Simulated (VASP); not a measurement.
Crystal: CdS (Hawleyite).

```
CELL_PARAMETERS angstrom
4.12455 0.00000 0.00000
2.06228 3.57197 0.00000
2.06228 1.19066 3.36768
ATOMIC_POSITIONS crystal
Cd 0.00000 0.00000 0.00000
S 0.25000 0.25000 0.25000
```

```yaml
Program: VASP 6.6.1
Task: relaxation of cell and atoms
Functional: r2SCAN
Potentials_or_basis: VASP PAW PBE potentials, release 64 (Cd, S)
Cutoff: 600 eV
k_mesh: 6 × 6 × 6
Occupations: methfessel-paxton, width 0.1 eV
Spin: no spin polarisation
```

At the start: pressure 1.8 GPa; volume 24.81 Å³/atom.

Question: How do energy, volume and symmetry change on relaxing?

Answer: Over 3 steps the energy falls by 3.7 meV/atom and the volume is 25.50 Å³/atom (+2.8 %); space group F-43m (No. 216, to 0.05 Å).

The path:
```
step  energy change (eV)  largest force (eV/Å)  pressure (GPa)  volume (Å³)
   1              0.0000                0.0000            1.77        49.62
   2             -0.0060                0.0000           -0.70        51.61
   3             -0.0074                0.0000            0.00        50.99
```

Final structure:
```
CELL_PARAMETERS angstrom
4.16237 0.00000 0.00000
2.08119 3.60472 0.00000
2.08119 1.20157 3.39856
ATOMIC_POSITIONS crystal
Cd 0.00000 0.00000 0.00000
S 0.25000 0.25000 0.25000
```

Caveat: the PAW data sets were made with another functional, which shifts forces and pressure a little.
